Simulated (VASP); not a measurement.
# Zr (P6_3/mmc) in VASP: elastic constants with PBEsol

Aim: the elastic constants of Zr with PBEsol.

Everything below comes from runs of VASP 6.6.1. Logs are shortened: lines on timing, memory, paths and dates and some standing lists are left out, and cuts for length are marked.

## Step 1: The cell of the first run

The structure is hexagonal, space group P6_3/mmc (No. 194). Conventional cell: a = 3.186 Å, b = 3.186 Å, c = 5.114 Å, α = 90.00°, β = 90.00°, γ = 120.00°. Within 4.1 Å of Zr (site symmetry -6m2) lie 12 Zr at 3.15 to 3.19 Å.

## Step 2: Elastic constants, PBEsol

The input, INCAR:

```
  ALGO = Normal
  EDIFF = 1E-8
  ENCUT = 600
  GGA = PS
  IBRION = 6
  ISIF = 3
  ISMEAR = 1
  LASPH = T
  LCHARG = F
  LREAL = F
  LWAVE = F
  NBANDS = 19
  NELM = 60
  NFREE = 2
  NSW = 1
  POTIM = 0.015
  PREC = Accurate
  SIGMA = 0.1
```

The input, KPOINTS:

```
k-points
0
Gamma
  15 15 9
```

The input, POSCAR:

```
Zr
1.0
    3.1863189725      0.0000000000      0.0000000000
   -1.5931594862      2.7594331747      0.0000000000
    0.0000000000      0.0000000000      5.1135870876
Zr
2
Direct
    0.3333333333      0.6666666667      0.2500000000
    0.6666666667      0.3333333333      0.7500000000
```

Potentials or basis: VASP PAW PBE potentials, release 64 (Zr_sv).

Command:

```
$ cat potpaw_PBE.64/Zr_sv/POTCAR > POTCAR
$ mpirun -np 1 vasp_std > vasp.out
```

OUTCAR:

```text
EDIFF = 1E-8
   ENCUT = 600
   GGA = PS
   IBRION = 6
   ISIF = 3
   ISMEAR = 1
   LASPH = T
   LREAL = F
   NELM = 60
   NFREE = 2
   NSW = 1
   POTIM = 0.015
   PREC = Accurate

 ion  position               nearest neighbor table
   1  0.333  0.667  0.250-   2 3.15   2 3.15   2 3.15   2 3.15   2 3.15   2 3.15
   2  0.667  0.333  0.750-   1 3.15   1 3.15   1 3.15   1 3.15   1 3.15   1 3.15

  LATTYP: Found a hexagonal cell.
 ALAT       =     3.1863189725
 C/A-ratio  =     1.6048572449

  Lattice vectors:

 A1 = (   3.1863189725,   0.0000000000,   0.0000000000)
 A2 = (  -1.5931594862,   2.7594331747,   0.0000000000)
 A3 = (   0.0000000000,   0.0000000000,   5.1135870876)

Analysis of symmetry for initial positions (statically):
=====================================================================
 Subroutine PRICEL returns:
 Original cell was already a primitive cell.

 Routine SETGRP: Setting up the symmetry group for a
 hexagonal supercell.

 Subroutine GETGRP returns: Found 24 space group operations
 (whereof 12 operations were pure point group operations)
 out of a pool of 24 trial point group operations.

The static configuration has the point symmetry D_3d.
 The point group associated with its full space group is D_6h.

Analysis of symmetry for dynamics (positions and initial velocities):
=====================================================================
 Subroutine PRICEL returns:
 Original cell was already a primitive cell.

 Routine SETGRP: Setting up the symmetry group for a
 hexagonal supercell.

 Subroutine GETGRP returns: Found 24 space group operations
 (whereof 12 operations were pure point group operations)
 out of a pool of 24 trial point group operations.

The dynamic configuration has the point symmetry D_3d.
 The point group associated with its full space group is D_6h.

 Subroutine INISYM returns: Found 24 space group operations
 (whereof 12 operations are pure point group operations),
 and found     1 'primitive' translations

----------------------------------------------------------------------------------------

                                     Primitive cell

  volume of cell :      44.9609

  direct lattice vectors                    reciprocal lattice vectors
     3.186318973  0.000000000  0.000000000     0.313841774  0.181196633  0.000000000
    -1.593159486  2.759433175  0.000000000     0.000000000  0.362393266  0.000000000
     0.000000000  0.000000000  5.113587088     0.000000000  0.000000000  0.195557440

  length of vectors
     3.186318973  3.186318972  5.113587088     0.362393266  0.362393266  0.195557440

  position of ions in fractional coordinates (direct lattice)
     0.333333333  0.666666667  0.250000000
     0.666666667  0.333333333  0.750000000

  ion indices of the primitive-cell ions
   primitive index   ion index
                 1           1
                 2           2

----------------------------------------------------------------------------------------

 KPOINTS: k-points

Automatic generation of k-mesh.
 Grid dimensions read from file:
 generate k-points for:   15   15    9

 Generating k-lattice:

  Cartesian coordinates                     Fractional coordinates (reciprocal lattice)
     0.020922785  0.012079776  0.000000000     0.066666667 -0.000000000  0.000000000
     0.000000000  0.024159551  0.000000000     0.000000000  0.066666667  0.000000000
     0.000000000  0.000000000  0.021728604     0.000000000  0.000000000  0.111111111

  Length of vectors
     0.024159551  0.024159551  0.021728604

  Shift w.r.t. Gamma in fractional coordinates (k-lattice)
     0.000000000  0.000000000  0.000000000

 Subroutine IBZKPT returns following result:
 ===========================================

 Found    135 irreducible k-points:

 Following reciprocal coordinates:
            Coordinates               Weight
  0.000000  0.000000  0.000000      1.000000
  0.066667  0.000000  0.000000      6.000000
  0.133333 -0.000000  0.000000      6.000000
  0.200000  0.000000  0.000000      6.000000
[... 49 lines left out ...]
   PSTRESS=    0.0 pullay stress
   NELECT =      24.0000    total number of electrons
   NUPDOWN=      -1.0000    fix difference up-down
   EMIN   =  10.00;   EMAX   =-10.00  energy-range for DOS
   EFERMI =   0.00;   METHOD = LEGACY
   ISMEAR =     1;   SIGMA  =   0.10  broadening in eV -4-tet -1-fermi 0-gaus
   EFERMI_NEDOS =   21; number of points for ismear=-14 and -15
   IALGO  =     38    algorithm
   IMIX   =      4    mixing-type and parameters
     AMIX     =   0.40;   BMIX     =  1.00
     AMIX_MAG =   1.60;   BMIX_MAG =  1.00
  volume/ion in A,a.u.               =      22.48       151.71
  Fermi-wavevector in a.u.,A,eV,Ry     =   1.328007  2.509569 23.995265  1.763602
  Thomas-Fermi vector in A             =   2.457277
   LORBIT       =      0    0 simple, 1 ext, 2 COOP (PROOUT), +10 PAW based schemes
   GGA     = PS    functional components
   LHFCALC =     F    Hartree Fock is set to
   AEXX    =    0.0000 exact exchange contribution
   IVDW    =     0    specifies the selected vdW correction
   LEPSILON=     F    determine dielectric tensor
   LRPA    =     F    only Hartree local field effects (RPA)
 finite differences with symmetry
 non-spin polarized calculation
 Methfessel and Paxton  Order N= 1 SIGMA  =   0.10
  energy-cutoff  :      600.00
  volume of cell :       44.96
 maximum number of plane-waves:      1520
 NGX is ok and might be reduce to    28
   NGX = 13   NGY = 13   NGZ = 21

--------------------------------------- Ionic step        1  -------------------------------------------

 number of electron      24.0000000 magnetization

 Free energy of the ion-electron system (eV)
  ---------------------------------------------------
  ext. energy  EPLUGINS =         0.00000000
  ---------------------------------------------------
  free energy    TOTEN  =       -18.16432991 eV

  energy without entropy =      -18.16617594  energy(sigma->0) =      -18.16494525

------------------------ aborting loop because EDIFF is reached ----------------------------------------

  FORCE on cell =-STRESS in cart. coord.  units (eV):
  Direction    XX          YY          ZZ          XY          YZ          ZX
  --------------------------------------------------------------------------------------
  -------------------------------------------------------------------------------------
  Total        0.0181100      0.0181100      0.0185308      0.0000000     -0.0000000      0.0000000
  in kB        0.6453498      0.6453498      0.6603450      0.0000000     -0.0000000      0.0000000
  external PRESSURE =       0.6503482 kB  Pullay stress =       0.0000000 kB
[... 89 lines left out ...]
  FREE ENERGIE OF THE ION-ELECTRON SYSTEM (eV)
  ---------------------------------------------------
  free  energy   TOTEN  =       -18.1586829403 eV

  energy  without entropy=      -18.1601601834  energy(sigma->0) =      -18.15917535

[... ionic steps 4 to 14 ...]

--------------------------------------- Ionic step       15  -------------------------------------------

 number of electron      24.0000000 magnetization

------------------------ aborting loop because EDIFF is reached ----------------------------------------
[... 67 lines left out ...]
--------------------------------------- Ionic step       17  -------------------------------------------

 number of electron      24.0000000 magnetization

 Free energy of the ion-electron system (eV)
  ---------------------------------------------------
  ext. energy  EPLUGINS =         0.00000000
  ---------------------------------------------------
  free energy    TOTEN  =       -18.16384059 eV

  energy without entropy =      -18.16566978  energy(sigma->0) =      -18.16445032

 E-fermi :   9.2830     XC(G=0): -11.3636

 val. band max:        9.2825525153   @ k =  -0.1333   0.3333   0.4444
 cond. band min:       9.2834882452   @ k =   0.2000   0.1333   0.4444
 fundamental gap:      0.0009357300
 Fermi energy:         9.2829906663

 k-point     1 :       0.0000    0.0000    0.0000
  band No.  band energies     occupation
      1     -39.4130      2.00000
      2     -39.2375      2.00000
      3     -18.0259      2.00000
      4     -17.0433      2.00000
      5     -17.0433      2.00000
      6     -16.9052      2.00000
[... 505 lines left out ...]
      6     -17.4308      2.00000
[... 11 lines left out ...]
     18      14.2746      0.00000
     19      15.9768      0.00000

 [... further k-points ...]
[... 5 lines left out ...]
  --------------------------------------------------------------------------------------
  -------------------------------------------------------------------------------------
  Total        0.0211488      0.0211488      0.0198262      0.0000000      0.0000000      0.0000000
  in kB        0.7536347      0.7536347      0.7065046      0.0000000      0.0000000      0.0000000
  external PRESSURE =       0.7379247 kB  Pullay stress =       0.0000000 kB
[... 17 lines left out ...]
  FREE ENERGIE OF THE ION-ELECTRON SYSTEM (eV)
  ---------------------------------------------------
  free  energy   TOTEN  =       -18.1638405879 eV

  energy  without entropy=      -18.1656697755  energy(sigma->0) =      -18.16445032

 INTERNAL STRAIN TENSORS FROM STRAINED CELLS
 ============================================

 INTERNAL STRAIN TENSOR FOR ION    1 for displacements in x,y,z  (eV/Angst):
          X           Y           Z          XY          YZ          ZX
  --------------------------------------------------------------------------------
  x    -0.00000     0.00000    -0.00000    -1.66710     0.00000    -0.00000
  y    -1.66417     1.68793     0.00000    -0.00000     0.00021    -0.00002
  z     0.00000    -0.00000     0.00000    -0.00000     0.00451     0.00000

 INTERNAL STRAIN TENSORS FROM DISPLACED ATOMS
 ============================================

 INTERNAL STRAIN TENSOR FOR ION    1 for displacements in x,y,z  (eV/Angst):
          X           Y           Z          XY          YZ          ZX
  --------------------------------------------------------------------------------
  x    -0.00000     0.00000    -0.00000    -1.67484     0.00000     0.00000
  y    -1.67484     1.67484    -0.00000     0.00000     0.00000     0.00000
  z     0.00000     0.00000    -0.00000     0.00000     0.00000    -0.00000

 INTERNAL STRAIN TENSOR FOR ION    2 for displacements in x,y,z  (eV/Angst):
          X           Y           Z          XY          YZ          ZX
  --------------------------------------------------------------------------------
  x     0.00000    -0.00000     0.00000     1.67484     0.00000     0.00000
  y     1.67484    -1.67484     0.00000    -0.00000     0.00000     0.00000
  z    -0.00000    -0.00000     0.00000    -0.00000    -0.00000     0.00000

 Eigenvectors and eigenvalues of the dynamical matrix
 ----------------------------------------------------

   1 f  =    4.827147 THz    30.329857 2PiTHz  161.016280 cm-1    19.963465 meV
             X         Y         Z           dx          dy          dz
     -0.000000  1.839622  1.278397     0.000000    0.000000   -0.707107
      1.593159  0.919811  3.835190    -0.000000    0.000000    0.707107
[... 16 lines left out ...]
   5 f  =    0.000000 THz     0.000000 2PiTHz    0.000000 cm-1     0.000000 meV
             X         Y         Z           dx          dy          dz
     -0.000000  1.839622  1.278397    -0.000000    0.000000    0.707107
      1.593159  0.919811  3.835190     0.000000    0.000000    0.707107

   6 f/i=    0.000000 THz     0.000000 2PiTHz    0.000001 cm-1     0.000000 meV
             X         Y         Z           dx          dy          dz
     -0.000000  1.839622  1.278397    -0.180128    0.683779    0.000000
      1.593159  0.919811  3.835190    -0.180128    0.683779    0.000000

--------------------------------------------------------------------------------------------------------

 ELASTIC MODULI CONTR FROM IONIC RELAXATION (kBar)
 Direction    XX          YY          ZZ          XY          YZ          ZX
 --------------------------------------------------------------------------------
 XX         -95.3604     95.3604     -0.0000     -0.0000     -0.0000      0.0000
 YY          95.3604    -95.3604      0.0000     -0.0000      0.0000     -0.0000
 ZZ          -0.0000      0.0000     -0.0000     -0.0000      0.0000     -0.0000
 XY          -0.0000     -0.0000     -0.0000    -95.3604     -0.0000      0.0000
 YZ          -0.0000      0.0000      0.0000     -0.0000     -0.0000      0.0000
 ZX           0.0000     -0.0000     -0.0000      0.0000      0.0000     -0.0000
 --------------------------------------------------------------------------------

 TOTAL ELASTIC MODULI (kBar)
 Direction    XX          YY          ZZ          XY          YZ          ZX
 --------------------------------------------------------------------------------
 XX        1563.9870    631.9203    708.2307      0.0000     -0.0000     -0.0000
 YY         631.9203   1563.9870    708.2307      0.0000     -0.0000     -0.0000
 ZZ         708.2307    708.2307   1847.3783      0.0000      0.0000     -0.0000
 XY           0.0000      0.0000      0.0000    466.0333      0.0000     -0.0000
 YZ          -0.0000     -0.0000      0.0000      0.0000    228.5861      0.0000
 ZX           0.0000     -0.0000     -0.0000     -0.0000      0.0000    228.5861
 --------------------------------------------------------------------------------
```

It took 1.9 h on 1 thread of Oxide Virtual Turin-like, shared host; peak memory 0.86 GiB.

What came out:

```
Voigt bulk modulus            : 101 GPa
Highest phonon frequency at Γ : 161 cm⁻¹
```

Phonon frequencies in cm⁻¹ (negative: imaginary):
```csv
q point,frequencies
"(0.000, 0.000, 0.000)",0 0 0 79 79 161
```

Elastic tensor in Voigt notation (GPa, in the Cartesian axes of the cell as first typed):
```
156  63  71   0   0   0
 63 156  71   0   0   0
 71  71 185   0   0   0
  0   0   0  23   0   0
  0   0   0   0  23   0
  0   0   0   0   0  47
```

Clamped-ion elastic tensor (GPa):
```
166  54  71   0   0   0
 54 166  71   0   0   0
 71  71 185   0   0   0
  0   0   0  23   0   0
  0   0   0   0  23   0
  0   0   0   0   0  56
```

Caveat: the PAW data sets were made with another functional, which shifts forces and pressure a little.
